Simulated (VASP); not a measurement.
# Be (P4_322) in VASP: a series of runs

The runs below take Be through single point, with PBE.

Everything below comes from runs of VASP 6.6.1. Logs are shortened: lines on timing, memory, paths and dates and some standing lists are left out, and cuts for length are marked.

## 1. The cell of the first run

It takes space group P4_322 (No. 95, tetragonal). Conventional cell: a = 5.308 Å, b = 5.308 Å, c = 4.222 Å, α = 90.00°, β = 90.00°, γ = 90.00°. Be (site symmetry 2) has 6 Be at 2.03 to 2.30 Å within 2.7 Å. Be (site symmetry 1) has 9 Be at 2.03 to 2.48 Å within 2.7 Å.

The cell was built from a structure type or drawn by symmetry, and may not be a known phase.

## 2. Single point, PBE

File INCAR:

```
PREC = Accurate
ENCUT = 520
EDIFF = 1E-6
ISMEAR = 0
SIGMA = 0.1
LREAL = F
LASPH = T
NELM = 100
ALGO = Normal
ISIF = 2
LWAVE = F
LCHARG = F
GGA = PE
NBANDS = 24
```

File KPOINTS:

```
Automatic mesh
0
Gamma
  4 4 4
```

File POSCAR:

```
Be
1.0
    5.3082938875      0.0000000000      0.0000000000
    0.0000000000      5.3082938875      0.0000000000
    0.0000000000      0.0000000000      4.2224889574
Be
12
Direct
    0.8358886825      0.8358886825      0.6250000000
    0.1641113175      0.1641113175      0.1250000000
    0.1641113175      0.8358886825      0.3750000000
    0.8358886825      0.1641113175      0.8750000000
    0.2332212474      0.5272263160      1.0018481480
    0.7667787526      0.4727736840      0.5018481480
    0.4727736840      0.2332212474      0.7518481480
    0.5272263160      0.7667787526      0.2518481480
    0.7667787526      0.5272263160     -0.0018481480
    0.2332212474      0.4727736840      0.4981518520
    0.5272263160      0.2332212474      0.2481518520
    0.4727736840      0.7667787526      0.7481518520
```

Potentials or basis: VASP PAW PBE potentials, release 64 (Be).

Run with:

```bash
$ cat potpaw_PBE.64/Be/POTCAR > POTCAR
$ mpirun -np 1 vasp_std > vasp.out
```

OUTCAR:

```text
PREC = Accurate
   ENCUT = 520
   EDIFF = 1E-6
   ISMEAR = 0
   LREAL = F
   LASPH = T
   NELM = 100
   ISIF = 2
   GGA = PE

 ion  position               nearest neighbor table
   1  0.836  0.836  0.625-   6 2.03  12 2.03   3 2.04   4 2.04   9 2.30   8 2.30
   2  0.164  0.164  0.125-   5 2.03  11 2.03   3 2.04   4 2.04  10 2.30   7 2.30
   3  0.164  0.836  0.375-   8 2.03  10 2.03   1 2.04   2 2.04   5 2.30  12 2.30
   4  0.836  0.164  0.875-   7 2.03   9 2.03   1 2.04   2 2.04   6 2.30  11 2.30
   5  0.233  0.527  0.002-   2 2.03  12 2.09  10 2.12  10 2.15   8 2.27   7 2.27   3 2.30
   6  0.767  0.473  0.502-   1 2.03  11 2.09   9 2.12   9 2.15   8 2.27   7 2.27   4 2.30
   7  0.473  0.233  0.752-   4 2.03  10 2.09  11 2.12  11 2.15   6 2.27   5 2.27   2 2.30
   8  0.527  0.767  0.252-   3 2.03   9 2.09  12 2.12  12 2.15   6 2.27   5 2.27   1 2.30
   9  0.767  0.527  0.998-   4 2.03   8 2.09   6 2.12   6 2.15  11 2.27  12 2.27   1 2.30
  10  0.233  0.473  0.498-   3 2.03   7 2.09   5 2.12   5 2.15  11 2.27  12 2.27   2 2.30
  11  0.527  0.233  0.248-   2 2.03   6 2.09   7 2.12   7 2.15   9 2.27  10 2.27   4 2.30
  12  0.473  0.767  0.748-   1 2.03   5 2.09   8 2.12   8 2.15   9 2.27  10 2.27   3 2.30

  LATTYP: Found a simple tetragonal cell.
 ALAT       =     5.3082938875
 C/A-ratio  =     0.7954512404

  Lattice vectors:

 A1 = (   5.3082938875,   0.0000000000,   0.0000000000)
 A2 = (   0.0000000000,   5.3082938875,   0.0000000000)
 A3 = (   0.0000000000,   0.0000000000,   4.2224889574)

Analysis of symmetry for initial positions (statically):
=====================================================================
 Subroutine PRICEL returns:
 Original cell was already a primitive cell.

 Routine SETGRP: Setting up the symmetry group for a
 simple tetragonal supercell.

 Subroutine GETGRP returns: Found  8 space group operations
 (whereof  2 operations were pure point group operations)
 out of a pool of 16 trial point group operations.

The static configuration has the point symmetry C_2 .
 The point group associated with its full space group is D_4 .

Analysis of symmetry for dynamics (positions and initial velocities):
=====================================================================
 Subroutine PRICEL returns:
 Original cell was already a primitive cell.

 Routine SETGRP: Setting up the symmetry group for a
 simple tetragonal supercell.

 Subroutine GETGRP returns: Found  8 space group operations
[... 127 lines left out ...]
   PSTRESS=    0.0 pullay stress
   NELECT =      24.0000    total number of electrons
   NUPDOWN=      -1.0000    fix difference up-down
   EMIN   =  10.00;   EMAX   =-10.00  energy-range for DOS
   EFERMI =   0.00;   METHOD = LEGACY
   ISMEAR =     0;   SIGMA  =   0.10  broadening in eV -4-tet -1-fermi 0-gaus
   EFERMI_NEDOS =   21; number of points for ismear=-14 and -15
   IALGO  =     38    algorithm
   IMIX   =      4    mixing-type and parameters
     AMIX     =   0.40;   BMIX     =  1.00
     AMIX_MAG =   1.60;   BMIX_MAG =  1.00
  volume/ion in A,a.u.               =       9.92        66.91
  Fermi-wavevector in a.u.,A,eV,Ry     =   0.960106  1.814337 12.541893  0.921803
  Thomas-Fermi vector in A             =   2.089361
   LORBIT       =      0    0 simple, 1 ext, 2 COOP (PROOUT), +10 PAW based schemes
   GGA     = PE    functional components
   LHFCALC =     F    Hartree Fock is set to
   AEXX    =    0.0000 exact exchange contribution
   IVDW    =     0    specifies the selected vdW correction
   LEPSILON=     F    determine dielectric tensor
   LRPA    =     F    only Hartree local field effects (RPA)
 non-spin polarized calculation
 Gauss-broadening in eV      SIGMA  =   0.10
  energy-cutoff  :      520.00
  volume of cell :      118.98
 maximum number of plane-waves:      3248
 NGX is ok and might be reduce to    40
   NGX = 19   NGY = 19   NGZ = 15

 number of electron      24.0000000 magnetization

 Free energy of the ion-electron system (eV)
  ---------------------------------------------------
  ext. energy  EPLUGINS =         0.00000000
  ---------------------------------------------------
  free energy    TOTEN  =       -38.47445552 eV

  energy without entropy =      -38.45213132  energy(sigma->0) =      -38.46329342

 E-fermi :   4.4786     XC(G=0):  -9.7507

 val. band max:        4.3691841852   @ k =   0.5000   0.0000   0.2500
 cond. band min:       4.4826094399   @ k =   0.5000   0.2500   0.5000
 fundamental gap:      0.1134252547
 Fermi energy:         4.4786420562

 k-point     1 :       0.0000    0.0000    0.0000
  band No.  band energies     occupation
      1      -5.0893      2.00000
      2      -1.0699      2.00000
      3      -1.0699      2.00000
      4      -0.8552      2.00000
      5      -0.8011      2.00000
      6       1.0705      2.00000
[... 475 lines left out ...]
     23      10.0921      0.00000
     24      10.0921      0.00000

------------------------ aborting loop because EDIFF is reached ----------------------------------------

  FORCE on cell =-STRESS in cart. coord.  units (eV):
  Direction    XX          YY          ZZ          XY          YZ          ZX
  --------------------------------------------------------------------------------------
  -------------------------------------------------------------------------------------
  Total        0.0945982      0.0945982      0.1523548      0.0000000     -0.0000000      0.0000000
  in kB        1.2738399      1.2738399      2.0515793      0.0000000     -0.0000000      0.0000000
  external PRESSURE =       1.5330864 kB  Pullay stress =       0.0000000 kB

 VOLUME and BASIS-vectors are now :
 -----------------------------------------------------------------------------
  energy-cutoff  :      520.00
  volume of cell :      118.98
      direct lattice vectors                 reciprocal lattice vectors
     5.308293887  0.000000000  0.000000000     0.188384445  0.000000000  0.000000000
     0.000000000  5.308293887  0.000000000     0.000000000  0.188384445  0.000000000
     0.000000000  0.000000000  4.222488957     0.000000000  0.000000000  0.236827144

 POSITION                                       TOTAL-FORCE (eV/Angst)
 -----------------------------------------------------------------------------------
      4.43714      4.43714      2.63906         0.007634      0.007634      0.000000
      0.87115      0.87115      0.52781        -0.007634     -0.007634      0.000000
      0.87115      4.43714      1.58343        -0.007634      0.007634      0.000000
      4.43714      0.87115      3.69468         0.007634     -0.007634      0.000000
      1.23801      2.79867      0.00780        -0.005930      0.004253     -0.004882
      4.07029      2.50962      2.11905         0.005930     -0.004253     -0.004882
      2.50962      1.23801      3.17467        -0.004253     -0.005930     -0.004882
      2.79867      4.07029      1.06343         0.004253      0.005930     -0.004882
      4.07029      2.79867      4.21469         0.005930      0.004253      0.004882
      1.23801      2.50962      2.10344        -0.005930     -0.004253      0.004882
      2.79867      1.23801      1.04782         0.004253     -0.005930      0.004882
      2.50962      4.07029      3.15906        -0.004253      0.005930      0.004882
 -----------------------------------------------------------------------------------
    total drift:                               -0.000000      0.000000     -0.000000

  FREE ENERGIE OF THE ION-ELECTRON SYSTEM (eV)
  ---------------------------------------------------
  free  energy   TOTEN  =       -38.4744555212 eV

  energy  without entropy=      -38.4521313153  energy(sigma->0) =      -38.46329342
```

stdout:

```text
POSCAR found type information on POSCAR Be
 POSCAR found :  1 types and      12 ions
 scaLAPACK will be used
 LDA part: xc-table for (Slater+PW92), standard interpolation
 POSCAR, INCAR and KPOINTS ok, starting setup
 FFT: planning ... GRIDC
 FFT: planning ... GRID_SOFT
 FFT: planning ... GRID
 WAVECAR not read
 entering main loop
```

It took 53 s on 1 thread of AMD EPYC 9R45 (Zen 5), shared host; peak memory 0.17 GiB.

What came out:

| Quantity | Value |
| --- | --- |
| Free energy | -38.4745 eV |
| Pressure | 0.2 GPa |
| Largest force | 0.011 eV/Å |
| Band gap on the k mesh | zero (bands 12 and 13 overlap by 1.05 eV) |

Forces on the atoms (eV/Å):
```
Be   0.008  0.008  0.000
Be  -0.008 -0.008  0.000
Be  -0.008  0.008  0.000
Be   0.008 -0.008  0.000
Be  -0.006  0.004 -0.005
Be   0.006 -0.004 -0.005
Be  -0.004 -0.006 -0.005
Be   0.004  0.006 -0.005
Be   0.006  0.004  0.005
Be  -0.006 -0.004  0.005
Be   0.004 -0.006  0.005
Be  -0.004  0.006  0.005
```

Levels at points of the mesh, in eV from the Fermi level:
| k point | band 10 | band 11 | band 12 | band 13 | band 14 | band 15 |
| --- | --- | --- | --- | --- | --- | --- |
| (0.00, 0.00, 0.00) | -1.13 | -0.55 | -0.55 | -0.18 | 1.48 | 1.48 |
| (0.50, 0.00, 0.00) | -1.61 | -0.91 | -0.43 | 1.32 | 1.84 | 2.29 |
| (0.50, 0.50, 0.00) | -1.00 | -0.89 | -0.89 | 0.51 | 0.51 | 1.46 |
| (0.00, 0.00, 0.50) | -3.42 | -0.94 | -0.94 | 0.44 | 0.44 | 1.90 |
| (0.50, 0.00, 0.50) | -2.56 | -1.27 | -1.27 | 0.22 | 0.22 | 2.34 |
| (0.50, 0.50, 0.50) | 0.31 | 0.57 | 0.57 | 1.37 | 1.37 | 2.71 |

Caveat: the k points lie up to 0.37 Å⁻¹ apart, too coarse for converged energies and pressures of a metal.

## 3. Single point, PBE

This run uses another cell than the first one, of 12.10 Å³/atom.

File INCAR:

```
  PREC = Accurate
  ENCUT = 520
  EDIFF = 1E-6
  ISMEAR = 0
  SIGMA = 0.1
  LREAL = F
  LASPH = T
  NELM = 80
  ALGO = Normal
  ISIF = 2
  LWAVE = F
  LCHARG = T
  GGA = PE
  LELF = T
  LVHAR = T
  NBANDS = 24
```

KPOINTS is that of step 2.

File POSCAR:

```
Be
1.0
    5.2524850700      0.0000000000      0.0000000000
    0.0000000000      5.2524850700      0.0000000000
    0.0000000000      0.0000000000      5.2632498900
Be
12
Direct
    0.6278065100      0.6278065100      0.6250000000
    0.3721934900      0.3721934900      0.1250000000
    0.3721934900      0.6278065100      0.3750000000
    0.6278065100      0.3721934900      0.8750000000
    0.1594893800      0.5816881900      0.9103506100
    0.8405106200      0.4183118100      0.4103506100
    0.4183118100      0.1594893800      0.6603506100
    0.5816881900      0.8405106200      0.1603506100
    0.8405106200      0.5816881900      0.0896493900
    0.1594893800      0.4183118100      0.5896493900
    0.5816881900      0.1594893800      0.3396493900
    0.4183118100      0.8405106200      0.8396493900
```

Potentials or basis: VASP PAW PBE potentials, release 64 (Be).

Run with:

```bash
$ cat potpaw_PBE.64/Be/POTCAR > POTCAR
$ mpirun -np 1 vasp_std > vasp.out
```

OUTCAR:

```text
PREC = Accurate
   ENCUT = 520
   EDIFF = 1E-6
   ISMEAR = 0
   LREAL = F
   LASPH = T
   NELM = 80
   ISIF = 2
   GGA = PE

 ion  position               nearest neighbor table
   1  0.628  0.628  0.625-   3 1.88   4 1.88   6 1.93  12 1.93
   2  0.372  0.372  0.125-   3 1.88   4 1.88   5 1.93  11 1.93
   3  0.372  0.628  0.375-   1 1.88   2 1.88   8 1.93  10 1.93
   4  0.628  0.372  0.875-   1 1.88   2 1.88   7 1.93   9 1.93
   5  0.159  0.582  0.910-  10 1.89   9 1.92   2 1.93  12 1.96
[... 710 lines left out ...]

 VOLUME and BASIS-vectors are now :
 -----------------------------------------------------------------------------
  energy-cutoff  :      520.00
  volume of cell :      145.21
      direct lattice vectors                 reciprocal lattice vectors
     5.252485070  0.000000000  0.000000000     0.190386072  0.000000000  0.000000000
     0.000000000  5.252485070  0.000000000     0.000000000  0.190386072  0.000000000
     0.000000000  0.000000000  5.263249890     0.000000000  0.000000000  0.189996679

 POSITION                                       TOTAL-FORCE (eV/Angst)
 -----------------------------------------------------------------------------------
      3.29754      3.29754      3.28953         1.718053      1.718053      0.000000
      1.95494      1.95494      0.65791        -1.718053     -1.718053      0.000000
      1.95494      3.29754      1.97372        -1.718053      1.718053      0.000000
      3.29754      1.95494      4.60534         1.718053     -1.718053      0.000000
      0.83772      3.05531      4.79140         0.154256      0.657988      0.229071
      4.41477      2.19718      2.15978        -0.154256     -0.657988      0.229071
      2.19718      0.83772      3.47559        -0.657988      0.154256      0.229071
      3.05531      4.41477      0.84397         0.657988     -0.154256      0.229071
      4.41477      3.05531      0.47185        -0.154256      0.657988     -0.229071
      0.83772      2.19718      3.10347         0.154256     -0.657988     -0.229071
      3.05531      0.83772      1.78766         0.657988      0.154256     -0.229071
      2.19718      4.41477      4.41928        -0.657988     -0.154256     -0.229071
 -----------------------------------------------------------------------------------
    total drift:                               -0.000000      0.000000      0.000000

  FREE ENERGIE OF THE ION-ELECTRON SYSTEM (eV)
  ---------------------------------------------------
  free  energy   TOTEN  =       -26.9177793335 eV

  energy  without entropy=      -26.8963498163  energy(sigma->0) =      -26.90706457
```

Wall time 60 s (1 thread of AMD EPYC 9R45 (Zen 5), shared host); peak memory 0.21 GiB.

What came out:

| Item | Value |
| --- | --- |
| Free energy | -26.9178 eV |
| Pressure | 12.7 GPa |
| Largest force | 2.430 eV/Å |
| Band gap on the k mesh | zero (bands 12 and 13 overlap by 1.23 eV) |

Forces on the atoms (eV/Å):
```
Be   1.718  1.718  0.000
Be  -1.718 -1.718  0.000
Be  -1.718  1.718  0.000
Be   1.718 -1.718  0.000
Be   0.154  0.658  0.229
Be  -0.154 -0.658  0.229
Be  -0.658  0.154  0.229
Be   0.658 -0.154  0.229
Be  -0.154  0.658 -0.229
Be   0.154 -0.658 -0.229
Be   0.658  0.154 -0.229
Be  -0.658 -0.154 -0.229
```

Stress tensor (GPa, compression positive):
```
11.49  0.00  0.00
 0.00 11.49  0.00
 0.00  0.00 15.18
```

Levels at points of the mesh, in eV from the Fermi level:
```csv
k point,band 10,band 11,band 12,band 13,band 14,band 15
"(0.00, 0.00, 0.00)",-0.90,-0.90,-0.68,-0.35,-0.35,-0.14
"(0.50, 0.00, 0.00)",-1.20,-0.58,-0.35,-0.16,0.31,0.50
"(0.50, 0.50, 0.00)",-1.38,-0.10,-0.10,0.60,0.68,0.68
"(0.00, 0.00, 0.50)",-2.72,-0.76,-0.76,0.80,0.80,1.43
"(0.50, 0.00, 0.50)",-1.66,-0.28,-0.28,0.81,0.81,1.11
"(0.50, 0.50, 0.50)",0.03,0.80,0.80,0.93,0.93,1.34
```

Caveat: the cell stands under pressure; forces of over 1 eV/Å act on the atoms, so gaps and moduli don't describe the material at rest.
